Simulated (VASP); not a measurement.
# Ga4TeAs: relaxation of cell and atoms with PBE

Ga4TeAs:

```
Ga Te As
1.0
     4.08952    0.00000    0.00000
     0.00000    4.08952    0.00000
     0.00000    0.00000    7.18760
Ga Te As
4 1 1
Direct
  0.50000 0.00000 0.00000
  0.00000 0.50000 0.00000
  0.00000 0.00000 0.27370
  0.00000 0.00000 0.72630
  0.50000 0.50000 0.50000
  0.00000 0.00000 0.00000
```

The cell was built from a structure type or drawn by symmetry, and may not be a known phase.

```json
{
  "Program": "VASP 6.6.1",
  "Task": "relaxation of cell and atoms",
  "Functional": "PBE",
  "Potentials or basis": "VASP PAW PBE potentials, release 64 (Ga_d, Te, As)",
  "Cutoff": "600 eV",
  "k mesh": "4 × 4 × 4",
  "Occupations": "gaussian, width 0.1 eV",
  "Spin": "no spin polarisation",
  "Dipole correction": "no",
  "Further INCAR settings": "ALGO = Fast; EDIFF = 1e-06; IBRION = 2; EDIFFG = -0.04; NSW = 90; ISIF = 3"
}
```

```
Relaxed volume                        : 33.81 Å³/atom
Relaxed cell                          : a = 5.142 Å, b = 5.142 Å, c = 7.675 Å, α = 90.00°, β = 90.00°, γ = 90.00°
Space group after relaxing (to 0.1 Å) : P4/mmm (No. 123)
Energy gained by relaxing             : 1831.3 meV/atom
Ionic steps                           : 18
Pressure after relaxing               : -0.1 GPa
Largest force after relaxing          : 0.024 eV/Å
Band gap on the k mesh                : zero (an odd number of electrons rules out a gap without spin polarisation)
```

Forces on the atoms (eV/Å):
```
Ga   0.000  0.000  0.000
Ga   0.000  0.000  0.000
Ga   0.000  0.000 -0.024
Ga   0.000  0.000  0.024
Te   0.000  0.000  0.000
As   0.000  0.000  0.000
```

The path:
| step | energy change (eV) | largest force (eV/Å) | pressure (GPa) | volume (Å³) |
| --- | --- | --- | --- | --- |
| 1 | 0.0000 | 12.1522 | 46.36 | 120.21 |
| 2 | -9.5045 | 0.0623 | -1.37 | 251.45 |
| 3 | -10.0410 | 0.8827 | 2.82 | 190.44 |
| 4 | -10.3584 | 0.2359 | -0.63 | 227.51 |
| 5 | -10.3658 | 0.3703 | 0.04 | 217.34 |
| 6 | -10.3687 | 0.3311 | -0.12 | 219.68 |
| 7 | -10.4643 | 0.1627 | -0.45 | 219.37 |
| 8 | -10.5380 | 0.1646 | -0.50 | 218.70 |
| 9 | -10.7035 | 1.5008 | -1.10 | 216.44 |
| 10 | -10.7514 | 1.6812 | -1.01 | 214.55 |
| 11 | -10.7759 | 1.9140 | -0.78 | 212.12 |
| 12 | -10.8736 | 1.3530 | -0.69 | 209.77 |
| 13 | -10.9675 | 0.1353 | -0.05 | 203.12 |
| 14 | -10.9714 | 0.1266 | -0.20 | 204.25 |
| 15 | -10.9812 | 0.0947 | -0.19 | 203.94 |
| 16 | -10.9875 | 0.0482 | -0.17 | 203.42 |
| 17 | -10.9876 | 0.0466 | -0.15 | 203.40 |
| 18 | -10.9881 | 0.0237 | -0.09 | 202.88 |

Final structure:
```yaml
crystal:
  lattice:
    - [5.14157, 0.00000, 0.00000]
    - [0.00000, 5.14157, 0.00000]
    - [0.00000, 0.00000, 7.67459]
  atoms:
    - { symbol: Ga, position: [0.50000, 0.00000, 0.00000] }
    - { symbol: Ga, position: [0.00000, 0.50000, 0.00000] }
    - { symbol: Ga, position: [0.00000, 0.00000, 0.33962] }
    - { symbol: Ga, position: [0.00000, 0.00000, 0.66038] }
    - { symbol: Te, position: [0.50000, 0.50000, 0.50000] }
    - { symbol: As, position: [0.00000, 0.00000, 0.00000] }
```

Levels at points of the mesh, in eV from the Fermi level:
```csv
k point,band 29,band 30,band 31,band 32,band 33,band 34
"(0.00, 0.00, 0.00)",-0.94,-0.94,-0.83,1.11,1.60,2.54
"(0.50, 0.00, 0.00)",-0.48,-0.35,0.89,1.18,1.26,1.51
"(0.50, 0.50, 0.00)",-0.92,-0.71,0.07,0.07,1.41,1.83
"(0.00, 0.00, 0.50)",-3.13,-1.09,-1.09,-0.03,2.24,2.37
"(0.50, 0.00, 0.50)",-0.91,-0.47,-0.44,-0.43,0.98,1.55
"(0.50, 0.50, 0.50)",-2.25,-1.53,0.23,1.22,1.22,2.63
```

Run time: 12 min on 1 thread of Intel(R) Xeon(R) 6975P-C (Granite Rapids), with other jobs on the host, peak memory 0.34 GiB.

Caveat: the k points lie up to 0.31 Å⁻¹ apart in the final cell, too coarse for converged energies and pressures of a metal; the volume moved by over 15 % at a fixed basis, so the end points are rough; spin-orbit coupling is left out, which moves the levels of the heavy elements.
